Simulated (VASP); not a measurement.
Write the native input for VASP 6.6.1 that does the following.

| Quantity | Value |
| --- | --- |
| Task | single point |
| Functional | r2SCAN |
| Potentials or basis | VASP PAW PBE potentials, release 64 (Sn_d, O) |
| Cutoff | 520 eV |
| k mesh | 8 × 8 × 8 |
| Occupations | gaussian, width 0.01 eV |
| Spin | no spin polarisation |
| Dipole correction | no |
| Further INCAR settings | ALGO = Normal; EDIFF = 1e-06; NBANDS = 35 |

SnO2:

```xyz
6
Lattice="-1.9588 1.9588 4.9971 1.9588 -1.9588 4.9971 1.9588 1.9588 -4.9971" Properties=species:S:1:pos:R:3 pbc="T T T"
Sn    0.0000    1.9588    2.4986
Sn    0.0000    0.0000    0.0000
O     0.0000    0.0000    7.9588
O     0.0000    1.9588    4.5340
O     0.0000    0.0000    2.0354
O     0.0000    1.9588    0.4631
```

The input as run:

POSCAR

```
SnO2
1.0
   -1.9588173288      1.9588173288      4.9971137149
    1.9588173288     -1.9588173288      4.9971137149
    1.9588173288      1.9588173288     -4.9971137149
Sn O
2 4
Direct
    0.7500000000      0.2500000000      0.5000000000
    0.0000000000      0.0000000000      0.0000000000
    0.7963395990      0.7963395990      0.0000000000
    0.9536604010      0.4536604010      0.5000000000
    0.2036604010      0.2036604010      0.0000000000
    0.5463395990      0.0463395990      0.5000000000
```

INCAR.step1

```
SYSTEM = SnO2
PREC = Accurate
ENCUT = 520
ISMEAR = 0
SIGMA = 0.01
LREAL = .FALSE.
LASPH = .TRUE.
NELM = 100
NBANDS = 35
GGA = PE
ALGO = Normal
EDIFF = 1E-4
LWAVE = .TRUE.
LCHARG = .FALSE.
```

INCAR.step2

```
SYSTEM = SnO2
PREC = Accurate
ENCUT = 520
EDIFF = 1E-6
ISMEAR = 0
SIGMA = 0.01
LREAL = .FALSE.
LASPH = .TRUE.
NELM = 100
ALGO = Normal
ISIF = 2
LWAVE = .FALSE.
LCHARG = .TRUE.
METAGGA = R2SCAN
LMIXTAU = .TRUE.
LELF = .TRUE.
LVHAR = .TRUE.
NBANDS = 35
ISTART = 1
```

KPOINTS

```
Automatic mesh
0
G
  8 8 8
  0 0 0
```

Potentials or basis: VASP PAW PBE potentials, release 64 (Sn_d, O).

Launch:

```sh
$ cat potpaw_PBE.64/Sn_d/POTCAR potpaw_PBE.64/O/POTCAR > POTCAR
$ cp INCAR.step1 INCAR
$ mpirun -np 1 vasp_std > vasp.out
$ cp INCAR.step2 INCAR
$ mpirun -np 1 vasp_std > vasp.out
```

It gave:

```json
{
 "Pressure": "14.8 GPa",
 "Largest force": "0.499 eV/Å",
 "Band gap on the k mesh": "3.06 eV (least direct gap 3.54 eV)"
}
```

Caveat: the cell stands under pressure; the PAW data sets were made with another functional, which shifts forces and pressure a little; spin-orbit coupling is left out, which moves the levels of the heavy elements.

Run time: 7 min on 1 thread of Intel(R) Xeon(R) 6975P-C (Granite Rapids), on a shared host, peak memory 0.35 GiB.
